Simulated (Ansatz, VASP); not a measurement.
YPtC2N2 in VASP and in Ansatz

The input INCAR:

```
SYSTEM = YPtC2N2
PREC = Accurate ; ENCUT = 520
EDIFF = 1E-7 ; ISMEAR = 0
SIGMA = 0.1 ; LREAL = .False.
LASPH = .True. ; NELM = 100
ALGO = Normal ; ISIF = 2
LWAVE = .False. ; LCHARG = .False.
GGA = PE ; NBANDS = 28
```

Contents of KPOINTS:

```
regular mesh
0
Gamma
  6 6 2
  0 0 0
```

File POSCAR:

```
YPtC2N2
1.0
    3.7073693300      0.0000000000      0.0000000000
    1.4005319600      3.7650285000      0.0000000000
    0.0530271100      1.9582141900      8.6254083100
Y Pt C N
1 1 2 2
Direct
    0.5000000000      0.5000000000      0.5000000000
    0.0000000000      0.0000000000      0.0000000000
    0.8190485200      0.1809514800      0.1809514800
    0.1809514800      0.8190485200      0.8190485200
    0.7086086500      0.2913913500      0.2913913500
    0.2913913500      0.7086086500      0.7086086500
```

Input for Ansatz:

```yaml
crystal:
  lattice:
    - [3.70736933, 0.0, 0.0]
    - [1.40053196, 3.7650285, 0.0]
    - [0.05302711, 1.95821419, 8.62540831]
  atoms:
    - { symbol: "Y", position: [0.5, 0.5, 0.5] }
    - { symbol: Pt, position: [0.0, 0.0, 0.0] }
    - { symbol: C, position: [0.81904852, 0.18095148, 0.18095148] }
    - { symbol: C, position: [0.18095148, 0.81904852, 0.81904852] }
    - { symbol: "N", position: [0.70860865, 0.29139135, 0.29139135] }
    - { symbol: "N", position: [0.29139135, 0.70860865, 0.70860865] }
basis:
  ecutwfc: 420
kpoints:
  mp_grid: { grid: [6, 6, 2] }
hamiltonian:
  xc: pbe
scf:
  occupations: { method: gaussian, width: 0.1 }
  lower_state_search: "off"
output:
  forces: true
  stress: true
  eigenvalues: true
```

Alike in both runs: task single point; functional PBE; k mesh 6 × 6 × 2; occupations gaussian, width 0.1 eV; no spin polarisation.

|  | VASP | Ansatz |
| --- | --- | --- |
| version | VASP 6.6.1 | Ansatz 0.2.0 |
| potentials or method | VASP PAW PBE potentials, release 64 (Y_sv, Pt, C, N), cutoff 520 eV | scalar-relativistic, plane waves, PAW |
| valence electrons in the cell | 39 | 47 |

|  | VASP | Ansatz | Ansatz less VASP |
| --- | --- | --- | --- |
| gap on the k mesh at the Fermi level (eV) | none | none | - |
| pressure (GPa) | 3.2 | 2.9 | -0.27 |
| traceless stress, the component that is largest in VASP (GPa) | 6.11 | 5.67 | -0.443 |
| rms of the force components (eV/Å) | 1.168 | 0.994 | -0.1732 |

Atom by atom the forces differ by 0.176 eV/Å (rms over components). A gap of «none» marks a metal or a gap that the smearing closes. The functional is the same, so the differences come from potentials, cutoffs and numerics. VASP's potentials hold 39 valence electrons a cell and Ansatz's 47, so a difference there can come from the potentials and not from the codes.

The k mesh is coarse, so the values compare programs but aren't converged. Spin-orbit coupling is off throughout. Noted on VASP's run: the standard files for N, O and F lose accuracy on very short bonds.
